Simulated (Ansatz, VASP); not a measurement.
# Two plane-wave programs on Li2S

The input POSCAR:

```
Li2S
1.0
    0.0000000000      2.8445000000      2.8445000000
    2.8445000000      0.0000000000      2.8445000000
    2.8445000000      2.8445000000      0.0000000000
Li S
2 1
Direct
    0.2500000000      0.2500000000      0.2500000000
    0.7500000000      0.7500000000      0.7500000000
    0.0000000000      0.0000000000      0.0000000000
```

INCAR.step1

```
SYSTEM = Li2S
PREC     = Accurate       ! precision mode
ENCUT    = 830            ! plane-wave cutoff, eV
ISMEAR   = -1             ! smearing method
SIGMA    = 0.02           ! smearing width, eV
LREAL    = .FALSE.        ! projectors in reciprocal space
LASPH    = .TRUE.         ! aspherical terms in the spheres
NELM     = 120            ! most SCF steps
NBANDS   = 13             ! bands
GGA      = PE             ! functional
ALGO     = Normal         ! electronic algorithm
EDIFF    = 1E-5           ! SCF threshold, eV
LWAVE    = .TRUE.         ! write WAVECAR
LCHARG   = .FALSE.        ! write CHGCAR
GGA_COMPAT= .FALSE.
```

Contents of INCAR.step2:

```
SYSTEM = Li2S
PREC     = Accurate       ! precision mode
ENCUT    = 830            ! plane-wave cutoff, eV
EDIFF    = 1E-6           ! SCF threshold, eV
ISMEAR   = -1             ! smearing method
SIGMA    = 0.02           ! smearing width, eV
LREAL    = .FALSE.        ! projectors in reciprocal space
LASPH    = .TRUE.         ! aspherical terms in the spheres
NELM     = 120            ! most SCF steps
ALGO     = Normal         ! electronic algorithm
ISIF     = 2              ! what is computed and relaxed
LWAVE    = .FALSE.        ! write WAVECAR
LCHARG   = .FALSE.        ! write CHGCAR
METAGGA  = R2SCAN         ! meta-GGA
LMIXTAU  = .TRUE.       
NBANDS   = 13             ! bands
ISTART   = 1            
GGA_COMPAT= .FALSE.
```

KPOINTS

```
regular mesh
0
G
  8 8 8
  0 0 0
```

Input for Ansatz:

```yaml
crystal:
  lattice:
    - [0.0, 2.8445, 2.8445]
    - [2.8445, 0.0, 2.8445]
    - [2.8445, 2.8445, 0.0]
  atoms:
    - { symbol: Li, position: [0.25, 0.25, 0.25] }
    - { symbol: Li, position: [0.75, 0.75, 0.75] }
    - { symbol: S, position: [0.0, 0.0, 0.0] }
  symmetry: { tolerance: 0.0003 }
hamiltonian:
  xc: r2scan
  pseudopotentials: { kind: paw, azcp: { folder: soft_1 } }
basis:
  ecutwfc: 500
magnetization:
  spin_polarized: false
scf:
  occupations: { method: fermi_dirac, width: 0.02 }
kpoints:
  mp_grid: { grid: [8, 8, 8], shift: [0, 0, 0] }
  band_path:
    path:
      - [0.0, 0.0, 0.0]
      - [0.5, 0.0, 0.5]
      - [0.625, 0.25, 0.625]
      - [0.375, 0.375, 0.75]
      - [0.0, 0.0, 0.0]
      - [0.5, 0.5, 0.5]
      - [0.5, 0.25, 0.75]
      - [0.5, 0.0, 0.5]
    npoints: 15
output:
  forces: true
  stress: true
  eigenvalues: true
  bader: true
  populations: true
  elf: true
  write_potential: true
  write_density: true
  volumetric_format: npy
  dos:
    e_range: [-12, 8]
    de: 0.05
    projected: { site_lists: { Li: [Li], S: [S] } }
```

Alike in both runs: task single point; functional r2SCAN; k mesh 8 × 8 × 8; occupations fermi-dirac, width 0.02 eV; no spin polarisation.

|  | VASP | Ansatz |
| --- | --- | --- |
| version | VASP 6.6.1 | Ansatz 0.2.0 |
| potentials or method | VASP PAW PBE potentials, release 64 (Li_sv, S), cutoff 830 eV | PAW plane waves |
| valence electrons in the cell | 12 | 12 |

Ansatz gave:

```
gap on the k mesh at the Fermi level (eV) : 3.87
pressure (GPa)                            : 0.0
```

Q: Estimate VASP's values.

A: gap on the k mesh at the Fermi level (eV): 3.86; pressure (GPa): -0.2.

VASP's potentials were made for PBE, not for r2SCAN.
